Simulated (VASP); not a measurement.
# PrAs3Au2 (P4mm) in VASP: notebook

PrAs3Au2 is run at these levels: PBE; tasks: single point, relaxation of cell and atoms.

Everything below comes from runs of VASP 6.6.1. Logs are shortened: lines on timing, memory, paths and dates and some standing lists are left out, and cuts for length are marked.

## 1. The cell of the first run

Symmetry: P4mm, No. 99, tetragonal system. Conventional cell: a = 4.270 Å, b = 4.270 Å, c = 7.716 Å, α = 90.00°, β = 90.00°, γ = 90.00°. Within 4.0 Å of Pr (site symmetry 4mm) lie 5 Au at 3.06 to 3.30 Å and 8 As at 3.26 to 3.65 Å. As (site symmetry 2mm) has 4 Au at 2.68 to 2.73 Å and 4 As at 3.02 Å within 3.5 Å. Within 3.4 Å of As (site symmetry 4mm) lie 1 Au at 2.55 Å and 4 Pr at 3.26 Å. Au (site symmetry 4mm) has 5 As at 2.55 to 2.68 Å and 4 Pr at 3.30 Å within 3.4 Å. Au (site symmetry 4mm) has 8 As at 2.73 to 3.54 Å and 1 Pr at 3.06 Å within 3.6 Å.

The cell was built from a structure type or drawn by symmetry, and may not be a known phase.

## 2. Single point, PBE

Input file INCAR:

```
SYSTEM = PrAs3Au2
PREC = Accurate
ENCUT = 500
EDIFF = 1E-6
ISMEAR = 0
SIGMA = 0.1
LREAL = .FALSE.
LASPH = .TRUE.
NELM = 200
ALGO = Normal
ISIF = 2
LWAVE = .FALSE.
LCHARG = .FALSE.
GGA = PE
NBANDS = 33
GGA_COMPAT = .FALSE.
LMAXMIX = 6
```

Input file KPOINTS:

```
Automatic mesh
0
G
  10 10 6
  0 0 0
```

Input file POSCAR:

```
PrAs3Au2
1.0
    4.2695701505      0.0000000000      0.0000000000
    0.0000000000      4.2695701505      0.0000000000
    0.0000000000      0.0000000000      7.7156528028
Pr As Au
1 3 2
Direct
    0.0000000000      0.0000000000      0.6021916555
    0.5000000000      0.0000000000      0.9860026763
    0.0000000000      0.5000000000      0.9860026763
    0.5000000000      0.5000000000      0.4444937726
    0.5000000000      0.5000000000      0.7755540573
    0.0000000000      0.0000000000      0.2057542020
```

Potentials or basis: VASP PAW PBE potentials, release 64 (Pr_3, As, Au), 4f in core.

Launch:

```bash
cat potpaw_PBE.64/Pr_3/POTCAR potpaw_PBE.64/As/POTCAR potpaw_PBE.64/Au/POTCAR > POTCAR
mpirun -np 1 vasp_std > vasp.out
```

OUTCAR:

```text
SYSTEM = PrAs3Au2
   PREC = Accurate
   ENCUT = 500
   EDIFF = 1E-6
   ISMEAR = 0
   LREAL = .FALSE.
   LASPH = .TRUE.
   NELM = 200
   ISIF = 2
   GGA = PE

 ion  position               nearest neighbor table
   1  0.000  0.000  0.602-   6 3.06   4 3.26   4 3.26   4 3.26   4 3.26   5 3.30   5 3.30   5 3.30
                             5 3.30
   2  0.500  0.000  0.986-   5 2.68   5 2.68   6 2.73   6 2.73
   3  0.000  0.500  0.986-   5 2.68   5 2.68   6 2.73   6 2.73
   4  0.500  0.500  0.444-   5 2.55   1 3.26   1 3.26   1 3.26   1 3.26
   5  0.500  0.500  0.776-   4 2.55   3 2.68   2 2.68   2 2.68   3 2.68   1 3.30   1 3.30   1 3.30
                             1 3.30
   6  0.000  0.000  0.206-   2 2.73   3 2.73   3 2.73   2 2.73   1 3.06

  LATTYP: Found a simple tetragonal cell.
 ALAT       =     4.2695701505
 C/A-ratio  =     1.8071263689

  Lattice vectors:

 A1 = (   4.2695701505,   0.0000000000,   0.0000000000)
 A2 = (   0.0000000000,   4.2695701505,   0.0000000000)
 A3 = (   0.0000000000,   0.0000000000,   7.7156528028)

Analysis of symmetry for initial positions (statically):
=====================================================================
 Subroutine PRICEL returns:
 Original cell was already a primitive cell.

 Routine SETGRP: Setting up the symmetry group for a
 simple tetragonal supercell.

 Subroutine GETGRP returns: Found  8 space group operations
 (whereof  8 operations were pure point group operations)
 out of a pool of 16 trial point group operations.

The static configuration has the point symmetry C_4v.

Analysis of symmetry for dynamics (positions and initial velocities):
=====================================================================
 Subroutine PRICEL returns:
 Original cell was already a primitive cell.

 Routine SETGRP: Setting up the symmetry group for a
 simple tetragonal supercell.

 Subroutine GETGRP returns: Found  8 space group operations
 (whereof  8 operations were pure point group operations)
 out of a pool of 16 trial point group operations.

The dynamic configuration has the point symmetry C_4v.

 Subroutine INISYM returns: Found  8 space group operations
 (whereof  8 operations are pure point group operations),
 and found     1 'primitive' translations

----------------------------------------------------------------------------------------

                                     Primitive cell

  volume of cell :     140.6504

  direct lattice vectors                    reciprocal lattice vectors
     4.269570150  0.000000000  0.000000000     0.234215615  0.000000000  0.000000000
[... 100 lines left out ...]
   ISIF   =      2    stress and relaxation
   ISYM   =      2    0-nonsym 1-usesym 2-fastsym
   POTIM  = 0.5000    time-step for ionic-motion
   TEBEG  =    0.0;   TEEND  =   0.0 temperature during run
   PSTRESS=    0.0 pullay stress
   NELECT =      48.0000    total number of electrons
   NUPDOWN=      -1.0000    fix difference up-down
   EMIN   =  10.00;   EMAX   =-10.00  energy-range for DOS
   EFERMI =   0.00;   METHOD = LEGACY
   ISMEAR =     0;   SIGMA  =   0.10  broadening in eV -4-tet -1-fermi 0-gaus
   EFERMI_NEDOS =   21; number of points for ismear=-14 and -15
   IALGO  =     38    algorithm
   IMIX   =      4    mixing-type and parameters
     AMIX     =   0.40;   BMIX     =  1.00
     AMIX_MAG =   1.60;   BMIX_MAG =  1.00
  volume/ion in A,a.u.               =      23.44       158.19
  Fermi-wavevector in a.u.,A,eV,Ry     =   1.144041  2.161924 17.807710  1.308830
  Thomas-Fermi vector in A             =   2.280734
   LORBIT       =      0    0 simple, 1 ext, 2 COOP (PROOUT), +10 PAW based schemes
   GGA     = PE    functional components
   LHFCALC =     F    Hartree Fock is set to
   AEXX    =    0.0000 exact exchange contribution
   IVDW    =     0    specifies the selected vdW correction
   LEPSILON=     F    determine dielectric tensor
   LRPA    =     F    only Hartree local field effects (RPA)
 non-spin polarized calculation
 Gauss-broadening in eV      SIGMA  =   0.10
  energy-cutoff  :      500.00
  volume of cell :      140.65
 maximum number of plane-waves:      3608
 NGX is ok and might be reduce to    32
   NGX = 15   NGY = 15   NGZ = 29

 number of electron      48.0000009 magnetization

 Free energy of the ion-electron system (eV)
  ---------------------------------------------------
  ext. energy  EPLUGINS =         0.00000000
  ---------------------------------------------------
  free energy    TOTEN  =       -26.52782390 eV

  energy without entropy =      -26.51626888  energy(sigma->0) =      -26.52204639

 E-fermi :   5.2471     XC(G=0): -10.3475

 val. band max:        5.2356799065   @ k =   0.4000   0.1000   0.3333
 cond. band min:       5.2489487682   @ k =   0.1000   0.0000   0.0000
 fundamental gap:      0.0132688617
 Fermi energy:         5.2471427635

 k-point     1 :       0.0000    0.0000    0.0000
  band No.  band energies     occupation
      1     -31.2781      2.00000
      2     -13.2878      2.00000
      3     -13.1475      2.00000
      4     -13.1475      2.00000
      5      -7.9384      2.00000
      6      -4.9586      2.00000
[... 853 lines left out ...]
     32       9.3787      0.00000
     33       9.5215      0.00000

 [... further k-points ...]

------------------------ aborting loop because EDIFF is reached ----------------------------------------

  FORCE on cell =-STRESS in cart. coord.  units (eV):
  Direction    XX          YY          ZZ          XY          YZ          ZX
  --------------------------------------------------------------------------------------
  -------------------------------------------------------------------------------------
  Total        0.1209832      0.1209832      0.0781456      0.0000000      0.0000000     -0.0000000
  in kB        1.3781444      1.3781444      0.8901720      0.0000000      0.0000000     -0.0000000
  external PRESSURE =       1.2154869 kB  Pullay stress =       0.0000000 kB

 VOLUME and BASIS-vectors are now :
 -----------------------------------------------------------------------------
  energy-cutoff  :      500.00
  volume of cell :      140.65
      direct lattice vectors                 reciprocal lattice vectors
     4.269570150  0.000000000  0.000000000     0.234215615  0.000000000  0.000000000
     0.000000000  4.269570150  0.000000000     0.000000000  0.234215615  0.000000000
     0.000000000  0.000000000  7.715652803     0.000000000  0.000000000  0.129606661

 POSITION                                       TOTAL-FORCE (eV/Angst)
 -----------------------------------------------------------------------------------
      0.00000      0.00000      4.64630         0.000000     -0.000000     -0.002272
      2.13479      0.00000      7.60765         0.000000     -0.000000      0.011481
      0.00000      2.13479      7.60765         0.000000     -0.000000      0.011481
      2.13479      2.13479      3.42956         0.000000     -0.000000     -0.012891
      2.13479      2.13479      5.98391         0.000000      0.000000      0.006424
      0.00000      0.00000      1.58753        -0.000000     -0.000000     -0.014225
 -----------------------------------------------------------------------------------
    total drift:                                0.000000     -0.000000      0.000225

  FREE ENERGIE OF THE ION-ELECTRON SYSTEM (eV)
  ---------------------------------------------------
  free  energy   TOTEN  =       -26.5278238982 eV

  energy  without entropy=      -26.5162688778  energy(sigma->0) =      -26.52204639
```

stdout:

```text
POSCAR found type information on POSCAR PrAsAu
 POSCAR found :  3 types and       6 ions
 scaLAPACK will be used
 LDA part: xc-table for (Slater+PW92), standard interpolation
 POSCAR, INCAR and KPOINTS ok, starting setup
 FFT: planning ... GRIDC
 FFT: planning ... GRID_SOFT
 FFT: planning ... GRID
 WAVECAR not read
 entering main loop
```

It took 2.6 min on 1 thread of Intel Xeon 6975P-C (Granite Rapids), shared host; peak memory 0.48 GiB.

Results:

| Property | Result |
| --- | --- |
| Free energy | -26.5278 eV |
| Pressure | 0.1 GPa |
| Largest force | 0.014 eV/Å |
| Band gap on the k mesh | zero (bands 24 and 25 overlap by 1.89 eV) |

Forces on the atoms (eV/Å):
```
Pr   0.000  0.000 -0.002
As   0.000  0.000  0.011
As   0.000  0.000  0.011
As   0.000  0.000 -0.013
Au   0.000  0.000  0.006
Au   0.000  0.000 -0.014
```

Caveat: spin-orbit coupling is left out, which moves the levels of the heavy elements; the 4f electrons are frozen in the core, so they carry no moment and show no levels. Spin polarisation is off, so any magnetic state and its effect on volume and gap are missing.

## 3. Relaxation of cell and atoms, PBE

This run uses another cell than the first one, of 23.12 Å³/atom.

Input file INCAR:

```
SYSTEM = PrAs3Au2
ALGO = Normal ; EDIFF = 1E-7
EDIFFG = -0.01 ; ENCUT = 500
GGA = PE ; GGA_COMPAT = .False.
IBRION = 2 ; ISIF = 3
ISMEAR = 0 ; LASPH = .True.
LCHARG = .False. ; LMAXMIX = 6
LREAL = .False. ; LWAVE = .False.
NELM = 200 ; NELMIN = 4
NSW = 100 ; PREC = Accurate
SIGMA = 0.1
```

Input file KPOINTS:

```
k-points
0
Gamma
  10 10 6
  0 0 0
```

Input file POSCAR:

```
PrAs3Au2
1.0
    4.2585455683      0.0000000000      0.0000000000
    0.0000000000      4.2585455683      0.0000000000
    0.0000000000      0.0000000000      7.6483373559
Pr As Au
1 3 2
Direct
    0.0000000000      0.0000000000      0.6103861716
    0.5000000000      0.0000000000      0.9853297477
    0.0000000000      0.5000000000      0.9853297477
    0.5000000000      0.5000000000      0.4348029227
    0.5000000000      0.5000000000      0.7676562332
    0.0000000000      0.0000000000      0.2164942170
```

Potentials or basis: VASP PAW PBE potentials, release 64 (Pr_3, As, Au), 4f in core.

Launch:

```bash
cat potpaw_PBE.64/Pr_3/POTCAR potpaw_PBE.64/As/POTCAR potpaw_PBE.64/Au/POTCAR > POTCAR
mpirun -np 1 vasp_std > vasp.out
```

It took 24 min on 1 thread of Intel Xeon 6975P-C (Granite Rapids), shared host; peak memory 0.47 GiB.

Results (log left out):

| Item | Value |
| --- | --- |
| Free energy | -26.5277 eV |
| Relaxed volume | 23.54 Å³/atom |
| Relaxed cell | a = 4.279 Å, b = 4.279 Å, c = 7.713 Å, α = 90.00°, β = 90.00°, γ = 90.00° |
| Space group after relaxing (to 0.1 Å) | P4mm (No. 99) |
| Energy gained by relaxing | 2.2 meV/atom |
| Ionic steps | 18 |
| Pressure after relaxing | 0.0 GPa |
| Largest force after relaxing | 0.009 eV/Å |
| Band gap on the k mesh | zero (bands 24 and 25 overlap by 1.89 eV) |

Forces on the atoms (eV/Å):
```
Pr   0.000  0.000 -0.002
As   0.000  0.000  0.003
As   0.000  0.000  0.003
As   0.000  0.000  0.004
Au   0.000  0.000 -0.009
Au   0.000  0.000  0.002
```

Step by step:
```
step  energy change (eV)  largest force (eV/Å)  pressure (GPa)  volume (Å³)
   1              0.0000                0.1911            0.24       138.70
   2             -0.0024                0.1014           -0.21       139.41
   3             -0.0024                0.1005           -0.22       139.45
   4             -0.0039                0.0872            0.00       139.10
   5             -0.0043                0.1038            0.17       138.86
   6             -0.0058                0.1000            0.14       139.04
   7             -0.0091                0.0870            0.06       139.58
   8             -0.0097                0.0742           -0.06       140.68
   9             -0.0103                0.0680           -0.02       140.22
  10             -0.0117                0.0497            0.08       140.38
  11             -0.0123                0.0432            0.18       140.52
  12             -0.0121                0.0556           -0.39       141.84
  13             -0.0127                0.0429           -0.09       141.12
  14             -0.0131                0.0131           -0.01       141.18
  15             -0.0131                0.0139           -0.01       141.19
  16             -0.0132                0.0160            0.01       141.14
  17             -0.0132                0.0190            0.02       141.14
  18             -0.0133                0.0093           -0.04       141.23
```

Final structure:
```
Pr As Au
1.0
     4.27897    0.00000    0.00000
     0.00000    4.27897    0.00000
     0.00000    0.00000    7.71345
Pr As Au
1 3 2
Direct
  0.00000 0.00000 0.60139
  0.50000 0.00000 0.98622
  0.00000 0.50000 0.98622
  0.50000 0.50000 0.44560
  0.50000 0.50000 0.77681
  0.00000 0.00000 0.20376
```

Levels at points of the mesh, in eV from the Fermi level:
| k point | band 22 | band 23 | band 24 | band 25 | band 26 | band 27 |
| --- | --- | --- | --- | --- | --- | --- |
| (0.00, 0.00, 0.00) | -0.30 | -0.02 | -0.02 | 0.54 | 1.94 | 2.11 |
| (0.50, 0.00, 0.00) | -1.17 | -0.56 | -0.25 | 0.34 | 0.47 | 1.08 |
| (0.50, 0.50, 0.00) | -2.01 | -0.86 | -0.86 | -0.08 | 2.35 | 3.11 |
| (0.00, 0.00, 0.50) | -0.28 | -0.28 | 0.56 | 1.67 | 1.91 | 2.10 |
| (0.50, 0.00, 0.50) | -1.30 | -0.73 | -0.39 | -0.33 | -0.12 | 0.40 |
| (0.50, 0.50, 0.50) | -2.13 | -0.91 | -0.91 | -0.91 | 2.36 | 3.11 |

Caveat: spin-orbit coupling is left out, which moves the levels of the heavy elements; the 4f electrons are frozen in the core, so they carry no moment and show no levels. Spin polarisation is off, so any magnetic state and its effect on volume and gap are missing.
